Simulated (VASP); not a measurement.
# Re (P6_3/mmc) in VASP: a series of runs, part 2 of 2

VASP 6.6.1. The steps go on from the part before.

### Step 3. Single point, r2SCAN

Contents of POSCAR:

```
Re
1.0
    2.7598270443      0.0000000000      0.0000000000
   -1.3799135221      2.3900803304      0.0000000000
    0.0000000000      0.0000000000      4.4572270891
Re
2
Direct
    0.3333333333      0.6666666667      0.2500000000
    0.6666666667      0.3333333333      0.7500000000
```

Contents of INCAR.step1:

```
ALGO = Normal
EDIFF = 1E-4
ENCUT = 520
GGA = PE
ISMEAR = 0
LASPH = T
LCHARG = F
LREAL = F
LWAVE = T
NBANDS = 14
NELM = 100
PREC = Accurate
SIGMA = 0.1
```

Contents of INCAR.step2:

```
ALGO = Normal
EDIFF = 1E-7
ENCUT = 520
ISIF = 2
ISMEAR = 0
ISTART = 1
LASPH = T
LCHARG = F
LMIXTAU = T
LREAL = F
LWAVE = F
METAGGA = R2SCAN
NBANDS = 14
NELM = 100
PREC = Accurate
SIGMA = 0.1
```

Contents of KPOINTS:

```
k-points
0
Gamma
  13 13 7
```

Potentials or basis: VASP PAW PBE potentials, release 64 (Re).

Launch:

```bash
> cat potpaw_PBE.64/Re/POTCAR > POTCAR
> cp INCAR.step1 INCAR
> mpirun -np 1 vasp_std > vasp.out
> cp INCAR.step2 INCAR
> mpirun -np 1 vasp_std > vasp.out
```

OUTCAR:

```text
EDIFF = 1E-7
   ENCUT = 520
   ISIF = 2
   ISMEAR = 0
   ISTART = 1
   LASPH = T
   LREAL = F
   METAGGA = R2SCAN
   NELM = 100
   PREC = Accurate

 ion  position               nearest neighbor table
   1  0.333  0.667  0.250-   2 2.74   2 2.74   2 2.74   2 2.74   2 2.74   2 2.74
   2  0.667  0.333  0.750-   1 2.74   1 2.74   1 2.74   1 2.74   1 2.74   1 2.74

  LATTYP: Found a hexagonal cell.
 ALAT       =     2.7598270443
 C/A-ratio  =     1.6150385577

  Lattice vectors:

 A1 = (   2.7598270443,   0.0000000000,   0.0000000000)
 A2 = (  -1.3799135221,   2.3900803304,   0.0000000000)
 A3 = (   0.0000000000,   0.0000000000,   4.4572270891)

Analysis of symmetry for initial positions (statically):
=====================================================================
 Subroutine PRICEL returns:
 Original cell was already a primitive cell.

 Routine SETGRP: Setting up the symmetry group for a
 hexagonal supercell.

 Subroutine GETGRP returns: Found 24 space group operations
 (whereof 12 operations were pure point group operations)
 out of a pool of 24 trial point group operations.

The static configuration has the point symmetry D_3d.
 The point group associated with its full space group is D_6h.

Analysis of symmetry for dynamics (positions and initial velocities):
=====================================================================
 Subroutine PRICEL returns:
 Original cell was already a primitive cell.

 Routine SETGRP: Setting up the symmetry group for a
 hexagonal supercell.

 Subroutine GETGRP returns: Found 24 space group operations
 (whereof 12 operations were pure point group operations)
 out of a pool of 24 trial point group operations.

The dynamic configuration has the point symmetry D_3d.
 The point group associated with its full space group is D_6h.

 Subroutine INISYM returns: Found 24 space group operations
 (whereof 12 operations are pure point group operations),
 and found     1 'primitive' translations
[... 118 lines left out ...]
  Thomas-Fermi vector in A             =   2.410938
   LORBIT       =      0    0 simple, 1 ext, 2 COOP (PROOUT), +10 PAW based schemes
   METAGGA = R2SCAN    functional components
   LHFCALC =     F    Hartree Fock is set to
   AEXX    =    0.0000 exact exchange contribution
   IVDW    =     0    specifies the selected vdW correction
   LEPSILON=     F    determine dielectric tensor
   LRPA    =     F    only Hartree local field effects (RPA)
 non-spin polarized calculation
 Gauss-broadening in eV      SIGMA  =   0.10
  energy-cutoff  :      520.00
  volume of cell :       29.40
 maximum number of plane-waves:       808
 NGX is ok and might be reduce to    24
   NGX = 11   NGY = 11   NGZ = 17

 number of electron      14.0000000 magnetization

 Free energy of the ion-electron system (eV)
  ---------------------------------------------------
  ext. energy  EPLUGINS =         0.00000000
  ---------------------------------------------------
  free energy    TOTEN  =      -104.90364394 eV

  energy without entropy =     -104.89596700  energy(sigma->0) =     -104.89980547

 E-fermi :   7.6673     XC(G=0): -14.9934

 val. band max:        7.6532392825   @ k =   0.1538   0.0769   0.2857
 cond. band min:       7.6824141320   @ k =   0.3846   0.1538   0.2857
 fundamental gap:      0.0291748495
 Fermi energy:         7.6673301114

 k-point     1 :       0.0000    0.0000    0.0000
  band No.  band energies     occupation
      1      -2.6542      2.00000
      2       0.7598      2.00000
      3       6.0566      2.00000
      4       6.0726      2.00000
      5       6.0726      2.00000
      6       6.9376      2.00000
      7       6.9376      2.00000
      8       7.9181      0.00039
      9       7.9181      0.00039
     10       8.2485      0.00000
     11      11.2240      0.00000
     12      11.2240      0.00000
     13      18.2666      0.00000
     14      22.5192      0.00000
[... 377 lines left out ...]
      1      -1.4537      2.00000
      2       1.6469      2.00000
      3       4.9276      2.00000
      4       5.2648      2.00000
      5       6.1185      2.00000
      6       6.6591      2.00000
      7       6.9372      2.00000
      8       7.5052      1.97818
      9       7.9650      0.00003
     10       8.1169      0.00000
     11      11.5609      0.00000
     12      13.4210      0.00000
     13      19.2352      0.00000
     14      23.9733      0.00000

 [... further k-points ...]
[... 5 lines left out ...]
  --------------------------------------------------------------------------------------
  -------------------------------------------------------------------------------------
  Total       -0.0200044     -0.0200044     -0.0495286     -0.0000000     -0.0000000      0.0000000
  in kB       -1.0901247     -1.0901247     -2.6990305     -0.0000000     -0.0000000      0.0000000
  external PRESSURE =      -1.6264266 kB  Pullay stress =       0.0000000 kB

 VOLUME and BASIS-vectors are now :
 -----------------------------------------------------------------------------
  energy-cutoff  :      520.00
  volume of cell :       29.40
      direct lattice vectors                 reciprocal lattice vectors
     2.759827044  0.000000000  0.000000000     0.362341547  0.209197990  0.000000000
    -1.379913522  2.390080330  0.000000000     0.000000000  0.418395979  0.000000000
     0.000000000  0.000000000  4.457227089     0.000000000  0.000000000  0.224354734

 POSITION                                       TOTAL-FORCE (eV/Angst)
 -----------------------------------------------------------------------------------
     -0.00000      1.59339      1.11431         0.000000     -0.000000      0.000000
      1.37991      0.79669      3.34292        -0.000000      0.000000      0.000000
 -----------------------------------------------------------------------------------
    total drift:                                0.000000     -0.000000     -0.000000

  FREE ENERGIE OF THE ION-ELECTRON SYSTEM (eV)
  ---------------------------------------------------
  free  energy   TOTEN  =      -104.9036439364 eV

  energy  without entropy=     -104.8959669957  energy(sigma->0) =     -104.89980547
```

OUTCAR.step1:

```text
EDIFF = 1E-4
   ENCUT = 520
   GGA = PE
   ISMEAR = 0
   LASPH = T
[... 632 lines left out ...]
 -----------------------------------------------------------------------------------
     -0.00000      1.59339      1.11431        -0.000000      0.000000      0.000000
      1.37991      0.79669      3.34292         0.000000     -0.000000      0.000000
 -----------------------------------------------------------------------------------
    total drift:                                0.000000     -0.000000     -0.000000

  FREE ENERGIE OF THE ION-ELECTRON SYSTEM (eV)
  ---------------------------------------------------
  free  energy   TOTEN  =       -24.8464319578 eV

  energy  without entropy=      -24.8381855598  energy(sigma->0) =      -24.84230876
```

It took 2.3 min on 1 thread of Intel Xeon 8259CL, shared host; peak memory 0.18 GiB.

What came out:

| Item | Value |
| --- | --- |
| Free energy | -104.9036 eV |
| Pressure | -0.2 GPa |
| Band gap on the k mesh | zero (bands 7 and 8 overlap by 2.80 eV) |

Caveat: the PAW data sets were made with another functional, which shifts forces and pressure a little; spin-orbit coupling is left out, which moves the levels of the heavy elements.

### Step 4. Single point, r2SCAN

POSCAR is that of step 3.

Contents of INCAR.step1:

```
SYSTEM = Re
PREC     = Accurate       ! precision mode
ENCUT    = 520            ! plane-wave cutoff, eV
ISMEAR   = 0              ! smearing method
SIGMA    = 0.2            ! smearing width, eV
LREAL    = .FALSE.        ! projectors in reciprocal space
LASPH    = .TRUE.         ! aspherical terms in the spheres
NELM     = 100            ! most SCF steps
NBANDS   = 14             ! bands
GGA      = PE             ! functional
ALGO     = Normal         ! electronic algorithm
EDIFF    = 1E-4           ! SCF threshold, eV
LWAVE    = .TRUE.         ! write WAVECAR
LCHARG   = .FALSE.        ! write CHGCAR
```

Contents of INCAR.step2:

```
SYSTEM = Re
PREC     = Accurate       ! precision mode
ENCUT    = 520            ! plane-wave cutoff, eV
EDIFF    = 1E-7           ! SCF threshold, eV
ISMEAR   = 0              ! smearing method
SIGMA    = 0.2            ! smearing width, eV
LREAL    = .FALSE.        ! projectors in reciprocal space
LASPH    = .TRUE.         ! aspherical terms in the spheres
NELM     = 100            ! most SCF steps
ALGO     = Normal         ! electronic algorithm
ISIF     = 2              ! what is computed and relaxed
LWAVE    = .FALSE.        ! write WAVECAR
LCHARG   = .TRUE.         ! write CHGCAR
METAGGA  = R2SCAN         ! meta-GGA
LMIXTAU  = .TRUE.       
LELF     = .TRUE.         ! ELF
LVHAR    = .TRUE.       
NBANDS   = 14             ! bands
ISTART   = 1
```

Contents of KPOINTS:

```
regular mesh
0
G
  13 13 7
  0 0 0
```

Potentials or basis: VASP PAW PBE potentials, release 64 (Re).

Launch:

```bash
> cat potpaw_PBE.64/Re/POTCAR > POTCAR
> cp INCAR.step1 INCAR
> mpirun -np 1 vasp_std > vasp.out
> cp INCAR.step2 INCAR
> mpirun -np 1 vasp_std > vasp.out
```

OUTCAR:

```text
SYSTEM = Re
   PREC = Accurate
   ENCUT = 520
   EDIFF = 1E-7
   ISMEAR = 0
   LREAL = .FALSE.
   LASPH = .TRUE.
   NELM = 100
   ISIF = 2
   METAGGA = R2SCAN
   ISTART = 1

 ion  position               nearest neighbor table
   1  0.333  0.667  0.250-   2 2.74   2 2.74   2 2.74   2 2.74   2 2.74   2 2.74
   2  0.667  0.333  0.750-   1 2.74   1 2.74   1 2.74   1 2.74   1 2.74   1 2.74

  LATTYP: Found a hexagonal cell.
 ALAT       =     2.7598270443
 C/A-ratio  =     1.6150385577

  Lattice vectors:

 A1 = (   2.7598270443,   0.0000000000,   0.0000000000)
 A2 = (  -1.3799135221,   2.3900803304,   0.0000000000)
 A3 = (   0.0000000000,   0.0000000000,   4.4572270891)

Analysis of symmetry for initial positions (statically):
=====================================================================
 Subroutine PRICEL returns:
 Original cell was already a primitive cell.

 Routine SETGRP: Setting up the symmetry group for a
 hexagonal supercell.

 Subroutine GETGRP returns: Found 24 space group operations
 (whereof 12 operations were pure point group operations)
 out of a pool of 24 trial point group operations.

The static configuration has the point symmetry D_3d.
 The point group associated with its full space group is D_6h.

[... 170 lines left out ...]
  band No.  band energies     occupation
      1      -2.6544      2.00000
      2       0.7596      2.00000
      3       6.0552      2.00000
      4       6.0724      2.00000
      5       6.0724      2.00000
      6       6.9375      2.00000
      7       6.9375      2.00000
      8       7.9181      0.10647
      9       7.9181      0.10647
     10       8.2475      0.00008
     11      11.2237      0.00000
     12      11.2237      0.00000
     13      18.2657      0.00000
     14      22.5197      0.00000
[... 377 lines left out ...]
      1      -1.4539      2.00000
      2       1.6467      2.00000
      3       4.9273      2.00000
      4       5.2643      2.00000
      5       6.1179      2.00000
      6       6.6590      2.00000
      7       6.9367      2.00000
      8       7.5050      1.80865
      9       7.9649      0.05176
     10       8.1165      0.00255
     11      11.5606      0.00000
     12      13.4204      0.00000
     13      19.2344      0.00000
     14      23.9735      0.00000

 [... further k-points ...]
[... 5 lines left out ...]
  --------------------------------------------------------------------------------------
  -------------------------------------------------------------------------------------
  Total       -0.0059831     -0.0059831     -0.0109351     -0.0000000      0.0000000      0.0000000
  in kB       -0.3260438     -0.3260438     -0.5959007     -0.0000000      0.0000000      0.0000000
  external PRESSURE =      -0.4159961 kB  Pullay stress =       0.0000000 kB

 VOLUME and BASIS-vectors are now :
 -----------------------------------------------------------------------------
  energy-cutoff  :      520.00
  volume of cell :       29.40
      direct lattice vectors                 reciprocal lattice vectors
     2.759827044  0.000000000  0.000000000     0.362341547  0.209197990  0.000000000
    -1.379913522  2.390080330  0.000000000     0.000000000  0.418395979  0.000000000
     0.000000000  0.000000000  4.457227089     0.000000000  0.000000000  0.224354734

 POSITION                                       TOTAL-FORCE (eV/Angst)
 -----------------------------------------------------------------------------------
     -0.00000      1.59339      1.11431        -0.000000     -0.000000      0.000000
      1.37991      0.79669      3.34292         0.000000      0.000000      0.000000
 -----------------------------------------------------------------------------------
    total drift:                                0.000000     -0.000000     -0.000000

  FREE ENERGIE OF THE ION-ELECTRON SYSTEM (eV)
  ---------------------------------------------------
  free  energy   TOTEN  =      -104.9150288174 eV

  energy  without entropy=     -104.8847110548  energy(sigma->0) =     -104.89986994
```

Run time: 2 min. Hardware: 1 thread of Intel Xeon 8259CL, shared host; peak memory 0.18 GiB.

What came out:

* Free energy: -104.9150 eV
* Pressure: 0.0 GPa
* Band gap on the k mesh: zero (bands 7 and 8 overlap by 2.80 eV)

Caveat: the PAW data sets were made with another functional, which shifts forces and pressure a little; spin-orbit coupling is left out, which moves the levels of the heavy elements.

### Step 5. Single point, r2SCAN

POSCAR is that of step 4.

Contents of INCAR.step1:

```
SYSTEM = Re
  PREC = Accurate
  ENCUT = 520
  ISMEAR = 0
  SIGMA = 0.3
  LREAL = .False.
  LASPH = .True.
  NELM = 80
  NBANDS = 14
  GGA = PE
  ALGO = Normal
  EDIFF = 1E-4
  LWAVE = .True.
  LCHARG = .False.
```

Contents of INCAR.step2:

```
SYSTEM = Re
  PREC = Accurate
  ENCUT = 520
  EDIFF = 1E-6
  ISMEAR = 0
  SIGMA = 0.3
  LREAL = .False.
  LASPH = .True.
  NELM = 80
  ALGO = Normal
  ISIF = 2
  LWAVE = .False.
  LCHARG = .False.
  METAGGA = R2SCAN
  LMIXTAU = .True.
  NBANDS = 14
  ISTART = 1
```

Contents of KPOINTS:

```
Automatic mesh
0
Gamma
  13 13 7
  0 0 0
```

Launch:

```bash
> cat potpaw_PBE.64/Re/POTCAR > POTCAR
> cp INCAR.step1 INCAR
> mpirun -np 1 vasp_std > vasp.out
> cp INCAR.step2 INCAR
> mpirun -np 1 vasp_std > vasp.out
```

Run time: 2 min. Hardware: 1 thread of Intel Xeon 8259CL, shared host; peak memory 0.18 GiB.

The run converged. Its results:

```
Free energy            : -104.9341 eV
Pressure               : 0.2 GPa
Band gap on the k mesh : zero (bands 7 and 8 overlap by 2.80 eV)
```

Stress tensor (GPa, compression positive):
```
0.19 0.00 0.00
0.00 0.19 0.00
0.00 0.00 0.08
```

Levels at points of the mesh, in eV from the Fermi level:
```tsv
k point	band 4	band 5	band 6	band 7	band 8	band 9	band 10	band 11
(0.00, 0.00, 0.00)	-1.63	-1.63	-0.77	-0.77	0.22	0.22	0.54	3.52
```

Caveat: so wide a smearing shifts energies and pressures; the PAW data sets were made with another functional, which shifts forces and pressure a little; spin-orbit coupling is left out, which moves the levels of the heavy elements.

### Step 6. Overview

| smearing | gap on the mesh (eV) | pressure (GPa) |
| --- | --- | --- |
| gaussian 0.03 eV | none | -0.1 |
| gaussian 0.1 eV | none | -0.2 |
| gaussian 0.2 eV | none | 0.0 |
| gaussian 0.3 eV | none | 0.2 |

Alike in all rows: task single point; level r2SCAN; potentials or basis VASP PAW PBE potentials, release 64 (Re); no spin polarisation; cell as given; k mesh 13 × 13 × 7; cutoff (eV) 520.

Caveats: the PAW data sets were made with another functional, which shifts forces and pressure a little; spin-orbit coupling is left out, which moves the levels of the heavy elements; so wide a smearing shifts energies and pressures (at least some runs).

Absolute energies hang on the potentials; compare differences alone.
